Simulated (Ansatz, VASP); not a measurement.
**P in VASP and in Ansatz**

```
P
1.0
    -1.18373    1.18373    2.64773
     1.18373   -1.18373    2.64773
     1.18373    1.18373   -2.64773
P
1
Direct
  0.00000 0.00000 0.00000
```

Alike in both runs: functional PBEsol; k mesh 8 × 8 × 8; occupations gaussian, width 0.1 eV; no spin polarisation.

Ansatz relaxed the structure, and its values are those at the end. VASP's run is a single point on that final structure, the one shown.

```csv
,VASP,Ansatz
version,VASP 6.6.1,Ansatz 0.2.0
potentials or method,"VASP PAW PBE potentials, release 64 (P), cutoff 500 eV","scalar-relativistic, plane waves, PAW"
valence electrons in the cell,5,5
```

```csv
,VASP,Ansatz,Ansatz less VASP
gap on the k mesh at the Fermi level (eV),none,none,-
pressure (GPa),0.1,0.0,-0.11
```

VASP's potentials were made for PBE, not for PBEsol. A gap of «none» marks a metal or a gap that the smearing closes.

The k mesh is coarse, so the values compare programs but aren't converged.
